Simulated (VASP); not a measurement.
Write the native input for VASP 6.6.1 that does the following.

| Property | Result |
| --- | --- |
| Task | single point |
| Functional | PBEsol |
| Potentials or basis | VASP PAW PBE potentials, release 64 (Nb_sv, H) |
| Cutoff | 520 eV |
| k mesh | 16 × 16 × 16 |
| Occupations | fermi-dirac, width 0.15 eV |
| Spin | no spin polarisation |
| Dipole correction | no |
| Further INCAR settings | ALGO = Fast; EDIFF = 1e-07; NBANDS = 14 |

The structure of NbH2 lies in POSCAR:

```
NbH2
1.0
    0.0000000000      2.2451495065      2.2451495065
    2.2451495065      0.0000000000      2.2451495065
    2.2451495065      2.2451495065      0.0000000000
Nb H
1 2
Direct
    0.0000000000      0.0000000000      0.0000000000
    0.2500000000      0.2500000000      0.2500000000
    0.7500000000      0.7500000000      0.7500000000
```

The input as run:

INCAR

```
SYSTEM = NbH2
PREC = Accurate
ENCUT = 520
EDIFF = 1E-7
ISMEAR = -1
SIGMA = 0.15
LREAL = .FALSE.
LASPH = .TRUE.
NELM = 60
ALGO = Fast
ISIF = 2
LWAVE = .FALSE.
LCHARG = .FALSE.
GGA = PS
NBANDS = 14
```

KPOINTS

```
Automatic mesh
0
G
  16 16 16
  0 0 0
```

Potentials or basis: VASP PAW PBE potentials, release 64 (Nb_sv, H).

The run is started by

```bash
$ cat potpaw_PBE.64/Nb_sv/POTCAR potpaw_PBE.64/H/POTCAR > POTCAR
$ mpirun -np 1 vasp_std > vasp.out
```

Results of the run:

- Pressure: 3.5 GPa
- Band gap on the k mesh: zero (an odd number of electrons rules out a gap without spin polarisation)

Caveat: the cell stands under pressure; the PAW data sets were made with another functional, which shifts forces and pressure a little.

Wall time 73 s on 1 thread of Oxide Virtual Turin-like Processor (shared host), peak memory 0.14 GiB.
